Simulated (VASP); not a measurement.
# Li2Se (Fm-3m) in VASP: a series of runs, part 2 of 2

VASP 6.6.1. Earlier steps stand in the parts before.

### Step 4. Single point, r2SCAN

This run uses another cell than the first one, of 14.94 Å³/atom.

POSCAR

```
Li2Se
1.0
    0.0000000000      2.8191122045      2.8191122045
    2.8191122045      0.0000000000      2.8191122045
    2.8191122045      2.8191122045      0.0000000000
Li Se
2 1
Direct
    0.7500000000      0.7500000000      0.7500000000
    0.2500000000      0.2500000000      0.2500000000
    0.0000000000      0.0000000000      0.0000000000
```

INCAR.step1

```
PREC = Accurate
ENCUT = 830
ISMEAR = -1
SIGMA = 0.03
LREAL = False
LASPH = True
NELM = 120
NBANDS = 13
GGA = PE
ALGO = Normal
EDIFF = 1E-5
LWAVE = True
LCHARG = False
GGA_COMPAT = False
```

INCAR.step2

```
PREC = Accurate
ENCUT = 830
EDIFF = 1E-6
ISMEAR = -1
SIGMA = 0.03
LREAL = False
LASPH = True
NELM = 120
ALGO = Normal
ISIF = 2
LWAVE = False
LCHARG = False
METAGGA = R2SCAN
LMIXTAU = True
NBANDS = 13
ISTART = 1
GGA_COMPAT = False
```

KPOINTS

```
regular mesh
0
Gamma
  8 8 8
```

Potentials or basis: VASP PAW PBE potentials, release 64 (Li_sv, Se).

The run is started by

```bash
> cat potpaw_PBE.64/Li_sv/POTCAR potpaw_PBE.64/Se/POTCAR > POTCAR
> cp INCAR.step1 INCAR
> mpirun -np 1 vasp_std > vasp.out
> cp INCAR.step2 INCAR
> mpirun -np 1 vasp_std > vasp.out
```

OUTCAR:

```text
PREC = Accurate
   ENCUT = 830
   EDIFF = 1E-6
   ISMEAR = -1
   LREAL = False
   LASPH = True
   NELM = 120
   ISIF = 2
   METAGGA = R2SCAN
   ISTART = 1

 ion  position               nearest neighbor table
   1  0.750  0.750  0.750-   3 2.44   3 2.44   3 2.44   3 2.44
   2  0.250  0.250  0.250-   3 2.44   3 2.44   3 2.44   3 2.44
   3  0.000  0.000  0.000-   1 2.44   1 2.44   1 2.44   1 2.44   2 2.44   2 2.44   2 2.44   2 2.44

  LATTYP: Found a face centered cubic cell.
 ALAT       =     5.6382244090

  Lattice vectors:

 A1 = (   0.0000000000,   2.8191122045,   2.8191122045)
 A2 = (   2.8191122045,   0.0000000000,   2.8191122045)
 A3 = (   2.8191122045,   2.8191122045,   0.0000000000)

Analysis of symmetry for initial positions (statically):
=====================================================================
 Subroutine PRICEL returns:
 Original cell was already a primitive cell.

 Routine SETGRP: Setting up the symmetry group for a
 face centered cubic supercell.

 Subroutine GETGRP returns: Found 48 space group operations
 (whereof 48 operations were pure point group operations)
 out of a pool of 48 trial point group operations.

The static configuration has the point symmetry O_h .

Analysis of symmetry for dynamics (positions and initial velocities):
=====================================================================
 Subroutine PRICEL returns:
 Original cell was already a primitive cell.

 Routine SETGRP: Setting up the symmetry group for a
 face centered cubic supercell.

 Subroutine GETGRP returns: Found 48 space group operations
 (whereof 48 operations were pure point group operations)
 out of a pool of 48 trial point group operations.

The dynamic configuration has the point symmetry O_h .

 Subroutine INISYM returns: Found 48 space group operations
 (whereof 48 operations are pure point group operations),
 and found     1 'primitive' translations

----------------------------------------------------------------------------------------

                                     Primitive cell

  volume of cell :      44.8092

[... 122 lines left out ...]
  energy-cutoff  :      830.00
  volume of cell :       44.81
 maximum number of plane-waves:      2468
 NGX is ok and might be reduce to    40
   NGX = 19   NGY = 19   NGZ = 19

 number of electron      12.0000004 magnetization

 Free energy of the ion-electron system (eV)
  ---------------------------------------------------
  ext. energy  EPLUGINS =         0.00000000
  ---------------------------------------------------
  free energy    TOTEN  =       -23.23066541 eV

  energy without entropy =      -23.23066541  energy(sigma->0) =      -23.23066541

 E-fermi :   2.4703     XC(G=0):  -9.3864

 val. band max:        1.8877929740   @ k =   0.0000   0.0000   0.0000
 cond. band min:       5.1664644999   @ k =   0.5000   0.5000   0.0000
 fundamental gap:      3.2786715259
 Fermi energy:         2.4702747141

 k-point     1 :       0.0000    0.0000    0.0000
  band No.  band energies     occupation
      1     -43.9515      2.00000
      2     -43.9016      2.00000
      3     -10.4800      2.00000
      4       1.8878      2.00000
      5       1.8878      2.00000
      6       1.8878      2.00000
      7       6.9219      0.00000
      8       8.2432      0.00000
      9       8.2432      0.00000
     10       8.2432      0.00000
     11      13.6515      0.00000
     12      13.6515      0.00000
     13      14.5658      0.00000
[... 354 lines left out ...]
  band No.  band energies     occupation
      1     -43.9250      2.00000
      2     -43.9250      2.00000
      3      -9.8469      2.00000
      4      -1.3840      2.00000
      5       0.2551      2.00000
      6       0.6699      2.00000
      7       8.0176      0.00000
      8       8.9581      0.00000
      9      10.9868      0.00000
     10      11.8143      0.00000
     11      12.9891      0.00000
     12      14.6863      0.00000
     13      16.6266      0.00000

 [... further k-points ...]

------------------------ aborting loop because EDIFF is reached ----------------------------------------

  FORCE on cell =-STRESS in cart. coord.  units (eV):
  Direction    XX          YY          ZZ          XY          YZ          ZX
  --------------------------------------------------------------------------------------
  -------------------------------------------------------------------------------------
  Total        2.3646756      2.3646756      2.3646756      0.0000000     -0.0000000      0.0000000
  in kB       84.5502836     84.5502836     84.5502836      0.0000000     -0.0000000      0.0000000
  external PRESSURE =      84.5502836 kB  Pullay stress =       0.0000000 kB

 VOLUME and BASIS-vectors are now :
 -----------------------------------------------------------------------------
  energy-cutoff  :      830.00
  volume of cell :       44.81
      direct lattice vectors                 reciprocal lattice vectors
     0.000000000  2.819112205  2.819112205    -0.177360801  0.177360801  0.177360801
     2.819112205  0.000000000  2.819112205     0.177360801 -0.177360801  0.177360801
     2.819112205  2.819112205  0.000000000     0.177360801  0.177360801 -0.177360801

 POSITION                                       TOTAL-FORCE (eV/Angst)
 -----------------------------------------------------------------------------------
      4.22867      4.22867      4.22867         0.000000      0.000000      0.000000
      1.40956      1.40956      1.40956        -0.000000     -0.000000     -0.000000
      0.00000      0.00000      0.00000        -0.000000      0.000000      0.000000
 -----------------------------------------------------------------------------------
    total drift:                                0.000000     -0.000000      0.000000

  FREE ENERGIE OF THE ION-ELECTRON SYSTEM (eV)
  ---------------------------------------------------
  free  energy   TOTEN  =       -23.2306654053 eV

  energy  without entropy=      -23.2306654052  energy(sigma->0) =      -23.23066541
```

Wall time 80 s (1 thread of Intel Xeon 6975P-C (Granite Rapids), shared host); peak memory 0.27 GiB.

What came out:

```
Free energy            : -23.2307 eV
Pressure               : 8.5 GPa
Band gap on the k mesh : 3.28 eV (least direct gap 5.03 eV)
```

Caveat: the cell stands under pressure; the PAW data sets were made with another functional, which shifts forces and pressure a little.

### Step 5. Overview

| cell | gap on the mesh (eV) | pressure (GPa) |
| --- | --- | --- |
| a = 3.340 Å, angles 60.0°, 3 atoms | 1.94 | 103.5 |
| a = 3.824 Å, angles 60.0°, 3 atoms | 3.07 | 19.7 |
| a = 3.987 Å, angles 60.0°, 3 atoms | 3.28 | 8.5 |

Alike in all rows: task single point; level r2SCAN; potentials or basis VASP PAW PBE potentials, release 64 (Li_sv, Se); no spin polarisation; k mesh 8 × 8 × 8; cutoff (eV) 830; smearing fermi-dirac 0.03 eV.

Caveats: the cell stands under pressure; the PAW data sets were made with another functional, which shifts forces and pressure a little.

Absolute energies hang on the potentials; compare differences alone.
